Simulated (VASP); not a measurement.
# HfN (F-43m) in VASP: notebook

HfN is run at these levels: PBE, PBEsol; tasks: vibrations by perturbation theory, density of states.

All numbers are computed with VASP 6.6.1; they aren't measurements. Logs are shortened: lines on timing, memory, paths and dates and some standing lists are left out, and cuts for length are marked.

### 1 The cell of the first run

Symmetry: F-43m, No. 216, cubic system. Conventional cell: a = 4.910 Å, b = 4.910 Å, c = 4.910 Å, α = 90.00°, β = 90.00°, γ = 90.00°. Within 2.8 Å of Hf (site symmetry -43m) lie 4 N at 2.13 Å. N (site symmetry -43m) has 4 Hf at 2.13 Å within 2.8 Å.

### 2 Vibrations by perturbation theory, PBE

Contents of INCAR:

```
SYSTEM = HfN
PREC = Accurate
ENCUT = 520
EDIFF = 1E-8
ISMEAR = -1
SIGMA = 0.05
LREAL = .False.
LASPH = .True.
NELM = 100
ALGO = Normal
ISIF = 2
LWAVE = .False.
LCHARG = .False.
GGA = PE
NBANDS = 14
IBRION = 8
NSW = 1
```

Contents of KPOINTS:

```
Automatic mesh
0
Gamma
  9 9 9
  0 0 0
```

Contents of POSCAR:

```
HfN
1.0
    0.0000000000      2.4548220000      2.4548220000
    2.4548220000      0.0000000000      2.4548220000
    2.4548220000      2.4548220000      0.0000000000
Hf N
1 1
Direct
    0.0000000000      0.0000000000      0.0000000000
    0.2500000000      0.2500000000      0.2500000000
```

Potentials or basis: VASP PAW PBE potentials, release 64 (Hf_pv, N).

Started as:

```console
$ cat potpaw_PBE.64/Hf_pv/POTCAR potpaw_PBE.64/N/POTCAR > POTCAR
$ mpirun -np 1 vasp_std > vasp.out
```

OUTCAR:

```text
SYSTEM = HfN
   PREC = Accurate
   ENCUT = 520
   EDIFF = 1E-8
   ISMEAR = -1
   LREAL = .False.
   LASPH = .True.
   NELM = 100
   ISIF = 2
   GGA = PE
   IBRION = 8
   NSW = 1

 ion  position               nearest neighbor table
   1  0.000  0.000  0.000-   2 2.13   2 2.13   2 2.13   2 2.13
   2  0.250  0.250  0.250-   1 2.13   1 2.13   1 2.13   1 2.13

  LATTYP: Found a face centered cubic cell.
 ALAT       =     4.9096440000

  Lattice vectors:

 A1 = (   0.0000000000,   2.4548220000,   2.4548220000)
 A2 = (   2.4548220000,   0.0000000000,   2.4548220000)
 A3 = (   2.4548220000,   2.4548220000,   0.0000000000)

Analysis of symmetry for initial positions (statically):
=====================================================================
 Subroutine PRICEL returns:
 Original cell was already a primitive cell.

 Routine SETGRP: Setting up the symmetry group for a
 face centered cubic supercell.

 Subroutine GETGRP returns: Found 24 space group operations
 (whereof 24 operations were pure point group operations)
 out of a pool of 48 trial point group operations.

The static configuration has the point symmetry T_d .

Analysis of symmetry for dynamics (positions and initial velocities):
=====================================================================
 Subroutine PRICEL returns:
 Original cell was already a primitive cell.

 Routine SETGRP: Setting up the symmetry group for a
 face centered cubic supercell.

 Subroutine GETGRP returns: Found 24 space group operations
 (whereof 24 operations were pure point group operations)
 out of a pool of 48 trial point group operations.

The dynamic configuration has the point symmetry T_d .

 Subroutine INISYM returns: Found 24 space group operations
 (whereof 24 operations are pure point group operations),
 and found     1 'primitive' translations

----------------------------------------------------------------------------------------

                                     Primitive cell

  volume of cell :      29.5863

  direct lattice vectors                    reciprocal lattice vectors
     0.000000000  2.454822000  2.454822000    -0.203680756  0.203680756  0.203680756
     2.454822000  0.000000000  2.454822000     0.203680756 -0.203680756  0.203680756
     2.454822000  2.454822000  0.000000000     0.203680756  0.203680756 -0.203680756

  length of vectors
     3.471642566  3.471642566  3.471642566     0.352785417  0.352785417  0.352785417

  position of ions in fractional coordinates (direct lattice)
     0.000000000  0.000000000  0.000000000
     0.250000000  0.250000000  0.250000000

  ion indices of the primitive-cell ions
   primitive index   ion index
                 1           1
                 2           2

----------------------------------------------------------------------------------------

 KPOINTS: Automatic mesh

Automatic generation of k-mesh.
 Grid dimensions read from file:
 generate k-points for:    9    9    9

 Generating k-lattice:

  Cartesian coordinates                     Fractional coordinates (reciprocal lattice)
    -0.022631195  0.022631195  0.022631195     0.111111111  0.000000000  0.000000000
     0.022631195 -0.022631195  0.022631195     0.000000000  0.111111111  0.000000000
     0.022631195  0.022631195 -0.022631195     0.000000000  0.000000000  0.111111111

  Length of vectors
     0.039198380  0.039198380  0.039198380

  Shift w.r.t. Gamma in fractional coordinates (k-lattice)
     0.000000000  0.000000000  0.000000000

 Subroutine IBZKPT returns following result:
 ===========================================

 Found     35 irreducible k-points:

 Following reciprocal coordinates:
            Coordinates               Weight
  0.000000  0.000000  0.000000      1.000000
  0.111111  0.000000  0.000000      8.000000
  0.222222  0.000000  0.000000      8.000000
  0.333333  0.000000  0.000000      8.000000
  0.444444  0.000000  0.000000      8.000000
  0.111111  0.111111  0.000000      6.000000
[... 16 lines left out ...]
 -0.333333  0.333333  0.000000     12.000000
  0.444444  0.444444  0.000000      6.000000
 [... further k-points ...]
   k-points           NKPTS =     35   k-points in BZ     NKDIM =     35   number of bands    NBANDS=     14
   number of dos      NEDOS =    301   number of ions     NIONS =      2
   total plane-waves  NPLWV =  21952
   dimension x,y,z NGX =    28 NGY =   28 NGZ =   28
   dimension x,y,z NGXF=    56 NGYF=   56 NGZF=   56
   ions per type =               1   1
   NGX,Y,Z   is equivalent  to a cutoff of  13.41, 13.41, 13.41 a.u.
   NGXF,Y,Z  is equivalent  to a cutoff of  26.82, 26.82, 26.82 a.u.
 SYSTEM =  HfN
   PREC   = accura    normal or accurate (medium, high low for compatibility)
   ISTART =      0    job   : 0-new  1-cont  2-samecut
   ICHARG =      2    charge: 1-file 2-atom 10-const
   ISPIN  =      1    spin polarized calculation?
   LNONCOLLINEAR =      F non collinear calculations
   LSORBIT =      F    spin-orbit coupling
   LASPH  =      T    aspherical Exc in radial PAW
   ENCUT  =  520.0 eV  38.22 Ry    6.18 a.u.   6.45  6.45  6.45*2*pi/ulx,y,z
   NELM   =    100;   NELMIN=  2; NELMDL= -5     # of ELM steps
   EDIFF  = 0.1E-07   stopping-criterion for ELM
   LREAL  =      F    real-space projection
   EDIFFG = 0.1E-06   stopping-criterion for IOM
   NSW    =      1    number of steps for IOM
   IBRION =      8    ionic relax: 0-MD 1-quasi-New 2-CG
   NFREE  =      0    steps in history (QN), initial steepest desc. (CG)
   ISIF   =      2    stress and relaxation
   ISYM   =      2    0-nonsym 1-usesym 2-fastsym
   POTIM  = 0.5000    time-step for ionic-motion
   TEBEG  =    0.0;   TEEND  =   0.0 temperature during run
   PSTRESS=    0.0 pullay stress
   NELECT =      15.0000    total number of electrons
   NUPDOWN=      -1.0000    fix difference up-down
   EMIN   =  10.00;   EMAX   =-10.00  energy-range for DOS
   EFERMI =   0.00;   METHOD = LEGACY
   ISMEAR =    -1;   SIGMA  =   0.05  broadening in eV -4-tet -1-fermi 0-gaus
   EFERMI_NEDOS =   21; number of points for ismear=-14 and -15
   IALGO  =     38    algorithm
   IMIX   =      4    mixing-type and parameters
     AMIX     =   0.40;   BMIX     =  1.00
     AMIX_MAG =   1.60;   BMIX_MAG =  1.00
  volume/ion in A,a.u.               =      14.79        99.83
  Fermi-wavevector in a.u.,A,eV,Ry     =   1.305395  2.466839 23.185087  1.704056
  Thomas-Fermi vector in A             =   2.436267
   LORBIT       =      0    0 simple, 1 ext, 2 COOP (PROOUT), +10 PAW based schemes
   GGA     = PE    functional components
   LHFCALC =     F    Hartree Fock is set to
   AEXX    =    0.0000 exact exchange contribution
   IVDW    =     0    specifies the selected vdW correction
   LEPSILON=     F    determine dielectric tensor
   LRPA    =     F    only Hartree local field effects (RPA)
 non-spin polarized calculation
  energy-cutoff  :      520.00
  volume of cell :       29.59
 maximum number of plane-waves:       821
 NGX is ok and might be reduce to    28
   NGX = 13   NGY = 13   NGZ = 13

--------------------------------------- Ionic step        1  -------------------------------------------

 number of electron      15.0000001 magnetization

 Free energy of the ion-electron system (eV)
  ---------------------------------------------------
  ext. energy  EPLUGINS =         0.00000000
  ---------------------------------------------------
  free energy    TOTEN  =       -21.22271412 eV

  energy without entropy =      -21.21691042  energy(sigma->0) =      -21.21981227

 E-fermi :   5.7620     XC(G=0): -11.2217

 val. band max:        5.7498289985   @ k =  -0.2222   0.3333   0.1111
 cond. band min:       5.8797853998   @ k =   0.2222   0.2222   0.0000
 fundamental gap:      0.1299564013
 Fermi energy:         5.7620202287

 k-point     1 :       0.0000    0.0000    0.0000
  band No.  band energies     occupation
      1     -25.3522      2.00000
      2     -25.3522      2.00000
      3     -25.3522      2.00000
      4     -10.3983      2.00000
      5       0.3143      2.00000
      6       0.3143      2.00000
      7       0.3143      2.00000
      8       5.0401      2.00000
      9       8.0168      0.00000
     10       8.0168      0.00000
     11      12.3503      0.00000
     12      12.3503      0.00000
     13      12.3503      0.00000
     14      18.0647      0.00000
[... 377 lines left out ...]
      1     -25.8038      2.00000
      2     -25.5052      2.00000
      3     -25.5052      2.00000
      4      -8.9908      2.00000
      5      -1.1161      2.00000
      6       2.0772      2.00000
      7       2.0772      2.00000
      8       4.6353      2.00000
      9       8.1485      0.00000
     10       9.7415      0.00000
     11      10.5618      0.00000
     12      10.5618      0.00000
     13      14.6929      0.00000
     14      17.5650      0.00000

 [... further k-points ...]
[... 5 lines left out ...]
  --------------------------------------------------------------------------------------
  -------------------------------------------------------------------------------------
  Total       -0.0612312     -0.0612312     -0.0612312     -0.0000000     -0.0000000     -0.0000000
  in kB       -3.3158376     -3.3158376     -3.3158376     -0.0000000     -0.0000000     -0.0000000
  external PRESSURE =      -3.3158376 kB  Pullay stress =       0.0000000 kB

 VOLUME and BASIS-vectors are now :
 -----------------------------------------------------------------------------
  energy-cutoff  :      520.00
  volume of cell :       29.59
      direct lattice vectors                 reciprocal lattice vectors
     0.000000000  2.454822000  2.454822000    -0.203680756  0.203680756  0.203680756
     2.454822000  0.000000000  2.454822000     0.203680756 -0.203680756  0.203680756
     2.454822000  2.454822000  0.000000000     0.203680756  0.203680756 -0.203680756

 POSITION                                       TOTAL-FORCE (eV/Angst)
 -----------------------------------------------------------------------------------
      0.00000      0.00000      0.00000         0.000000     -0.000000     -0.000000
      1.22741      1.22741      1.22741        -0.000000      0.000000      0.000000
 -----------------------------------------------------------------------------------
    total drift:                               -0.000000     -0.000000     -0.000000

  FREE ENERGIE OF THE ION-ELECTRON SYSTEM (eV)
  ---------------------------------------------------
  free  energy   TOTEN  =       -21.2227141203 eV

  energy  without entropy=      -21.2169104172  energy(sigma->0) =      -21.21981227

[... ionic steps 2 to 3 ...]

--------------------------------------- Ionic step        4  -------------------------------------------

------------------------ aborting loop because EDIFF is reached ----------------------------------------

[... ionic steps 5 to 6 ...]

--------------------------------------- Ionic step        7  -------------------------------------------

 Free energy of the ion-electron system (eV)
  ---------------------------------------------------
  ---------------------------------------------------
  free energy    TOTEN  =        -0.23719682 eV

  energy without entropy =       -0.23719682

------------------------ aborting loop because EDIFF is reached ----------------------------------------

 INTERNAL STRAIN TENSOR  FOR ION    2  DIRECTION 1   (eV/Angst):
 -----------------------------------------------------------------------------
     0.00188  0.00000 -0.00000
    -0.00000 -0.00140-10.31745
     0.00000-10.31745 -0.00140

 INTERNAL STRAIN TENSOR FOR ION    2 for displacements in x,y,z  (eV/Angst):
          X           Y           Z          XY          YZ          ZX
  --------------------------------------------------------------------------------
  x     0.00000    -0.00000    -0.00000    -0.00000   -10.31745    -0.00000
  y     0.00000     0.00000     0.00000    -0.00000    -0.00000   -10.31745
  z    -0.00000    -0.00000     0.00000   -10.31745     0.00000    -0.00000

 SECOND DERIVATIVES (NOT SYMMETRIZED)
 ------------------------------------
               1X          1Y          1Z          2X          2Y          2Z
  1X   -11.480675    0.000000    0.000000   11.480675    0.000000    0.000000
  1Y     0.000000  -11.480675    0.000000    0.000000   11.480675    0.000000
  1Z     0.000000    0.000000  -11.480675    0.000000    0.000000   11.480675
  2X    11.473675    0.000000    0.000000  -11.473675    0.000000    0.000000
  2Y     0.000000   11.473675    0.000000    0.000000  -11.473675    0.000000
  2Z     0.000000    0.000000   11.473675    0.000000    0.000000  -11.473675

 Eigenvectors and eigenvalues of the dynamical matrix
 ----------------------------------------------------

   1 f  =   14.697057 THz    92.344333 2PiTHz  490.241054 cm-1    60.782117 meV
             X         Y         Z           dx          dy          dz
      0.000000  0.000000  0.000000     0.000000    0.269772    0.000000
      1.227411  1.227411  1.227411     0.000000   -0.962924    0.000000
[... 21 lines left out ...]
   6 f/i=    0.001164 THz     0.007315 2PiTHz    0.038836 cm-1     0.004815 meV
             X         Y         Z           dx          dy          dz
      0.000000  0.000000  0.000000     0.000000    0.000000    0.962924
      1.227411  1.227411  1.227411     0.000000    0.000000    0.269772

--------------------------------------------------------------------------------------------------------

 ELASTIC MODULI CONTR FROM IONIC RELAXATION (kBar)
 Direction    XX          YY          ZZ          XY          YZ          ZX
 --------------------------------------------------------------------------------
 XX          -0.0000     -0.0000     -0.0000     -0.0000      0.0000      0.0000
 YY          -0.0000     -0.0000     -0.0000     -0.0000     -0.0000     -0.0000
 ZZ          -0.0000     -0.0000     -0.0000      0.0000     -0.0000      0.0000
 XY          -0.0000     -0.0000      0.0000   -467.6137      0.0000     -0.0000
 YZ           0.0000     -0.0000     -0.0000      0.0000   -467.6137     -0.0000
 ZX           0.0000     -0.0000      0.0000     -0.0000     -0.0000   -467.6137
 --------------------------------------------------------------------------------
```

Wall time 4 min (1 thread of AMD EPYC 7R43 (Zen 3), shared host); peak memory 0.23 GiB.

What came out:

- Highest phonon frequency at Γ, LO-TO splitting left out: 490 cm⁻¹

Phonon frequencies in cm⁻¹ (negative: imaginary):
```tsv
q point	frequencies
(0.000, 0.000, 0.000)	0 0 0 490 490 490
```

Caveat: spin-orbit coupling is left out, which moves the levels of the heavy elements.

### 3 Vibrations by perturbation theory, PBEsol

Contents of INCAR:

```
ALGO = Normal
EDIFF = 1E-8
ENCUT = 520
GGA = PS
IBRION = 8
ISIF = 2
ISMEAR = -1
LASPH = True
LCHARG = False
LREAL = False
LWAVE = False
NELM = 60
NSW = 1
PREC = Accurate
SIGMA = 0.05
```

Contents of KPOINTS:

```
k-points
0
Gamma
  9 9 9
```

POSCAR is that of step 2.

Potentials or basis: VASP PAW PBE potentials, release 64 (Hf_pv, N).

Started as:

```console
$ cat potpaw_PBE.64/Hf_pv/POTCAR potpaw_PBE.64/N/POTCAR > POTCAR
$ mpirun -np 1 vasp_std > vasp.out
```

OUTCAR:

```text
EDIFF = 1E-8
   ENCUT = 520
   GGA = PS
   IBRION = 8
   ISIF = 2
   ISMEAR = -1
   LASPH = True
   LREAL = False
   NELM = 60
   NSW = 1
   PREC = Accurate

 ion  position               nearest neighbor table
   1  0.000  0.000  0.000-   2 2.13   2 2.13   2 2.13   2 2.13
   2  0.250  0.250  0.250-   1 2.13   1 2.13   1 2.13   1 2.13

  LATTYP: Found a face centered cubic cell.
 ALAT       =     4.9096440000

  Lattice vectors:

 A1 = (   0.0000000000,   2.4548220000,   2.4548220000)
[... 591 lines left out ...]
  1X   -11.329845    0.000000    0.000000   11.329845    0.000000    0.000000
  1Y     0.000000  -11.329845    0.000000    0.000000   11.329845    0.000000
  1Z     0.000000    0.000000  -11.329845    0.000000    0.000000   11.329845
  2X    11.321866    0.000000    0.000000  -11.321866    0.000000    0.000000
  2Y     0.000000   11.321866    0.000000    0.000000  -11.321866    0.000000
  2Z     0.000000    0.000000   11.321866    0.000000    0.000000  -11.321866

 Eigenvectors and eigenvalues of the dynamical matrix
 ----------------------------------------------------

   1 f  =   14.599555 THz    91.731708 2PiTHz  486.988728 cm-1    60.378880 meV
             X         Y         Z           dx          dy          dz
      0.000000  0.000000  0.000000     0.000000    0.269784    0.000000
      1.227411  1.227411  1.227411     0.000000   -0.962921    0.000000
[... 21 lines left out ...]
   6 f/i=    0.001336 THz     0.008394 2PiTHz    0.044562 cm-1     0.005525 meV
             X         Y         Z           dx          dy          dz
      0.000000  0.000000  0.000000     0.000000    0.000000    0.962921
      1.227411  1.227411  1.227411     0.000000    0.000000    0.269784

--------------------------------------------------------------------------------------------------------

 ELASTIC MODULI CONTR FROM IONIC RELAXATION (kBar)
 Direction    XX          YY          ZZ          XY          YZ          ZX
 --------------------------------------------------------------------------------
 XX          -0.0000     -0.0000     -0.0000      0.0000      0.0000     -0.0000
 YY          -0.0000     -0.0000     -0.0000      0.0000      0.0000     -0.0000
 ZZ          -0.0000     -0.0000     -0.0000      0.0000      0.0000     -0.0000
 XY           0.0000      0.0000      0.0000   -419.2078     -0.0000     -0.0000
 YZ           0.0000      0.0000      0.0000     -0.0000   -419.2078     -0.0000
 ZX          -0.0000     -0.0000     -0.0000     -0.0000     -0.0000   -419.2078
 --------------------------------------------------------------------------------
```

OSZICAR:

```text
N       E                     dE             d eps       ncg     rms          rms(c)
DAV:   1     0.423218331647E+02    0.42322E+02   -0.80572E+03   770   0.123E+03
[... 45 lines left out ...]
RMM:   6    -0.235304157581E+00    0.48449E-04   -0.39796E-06  4943   0.101E-02    0.141E-02
RMM:   7    -0.235298438652E+00    0.57189E-05   -0.24407E-07  4982   0.352E-03    0.551E-03
RMM:   8    -0.235296970244E+00    0.14684E-05   -0.32549E-08  5047   0.123E-03    0.548E-04
RMM:   9    -0.235298469923E+00   -0.14997E-05    0.16961E-09  5314   0.294E-04    0.191E-04
RMM:  10    -0.235298338690E+00    0.13123E-06   -0.24649E-08  5369   0.113E-04    0.103E-04
RMM:  11    -0.235298353614E+00   -0.14924E-07    0.18746E-08  5514   0.580E-05    0.753E-06
RMM:  12    -0.235298359829E+00   -0.62146E-08   -0.24788E-08  5398   0.493E-05    0.182E-05
 Linear response finished
```

stdout:

```text
POSCAR found type information on POSCAR HfN
 POSCAR found :  2 types and       2 ions
 scaLAPACK will be used
 -----------------------------------------------------------------------------
|                                                                             |
|                                                                             |
|     You enforced a specific xc type in the INCAR file but a different       |
|     I HOPE YOU KNOW WHAT YOU ARE DOING!                                     |
|                                                                             |
 -----------------------------------------------------------------------------

 LDA part: xc-table for (Slater+PW92), standard interpolation
 POSCAR, INCAR and KPOINTS ok, starting setup
 FFT: planning ... GRIDC
 FFT: planning ... GRID_SOFT
 FFT: planning ... GRID
 WAVECAR not read
 entering main loop
 Linear response reoptimize wavefunctions to high precision
 Linear response DOF=           2
 Linear response progress:
 first order change of Fermi-energy   0.16395E-04
 force on displaced ion       1 direction 1 : -11.330   0.000   0.000
 Linear response progress:
 first order change of Fermi-energy   0.62388E-04
 force on displaced ion       2 direction 1 : -11.322   0.000   0.000
 Linear response finished
```

It took 5.8 min on 1 thread of AMD EPYC 7R13, shared host; peak memory 0.23 GiB.

Results:

```yaml
Highest_phonon_frequency_at_Γ_LO-TO_splitting_left_out: 487 cm⁻¹
```

Phonon frequencies in cm⁻¹ (negative: imaginary):
| q point | frequencies |
| --- | --- |
| (0.000, 0.000, 0.000) | 0 0 0 487 487 487 |

Caveat: the cell wasn't relaxed at this level first, which shifts response properties; the PAW data sets were made with another functional, which shifts forces and pressure a little; spin-orbit coupling is left out, which moves the levels of the heavy elements.

(Continued in part 2 of 2.)
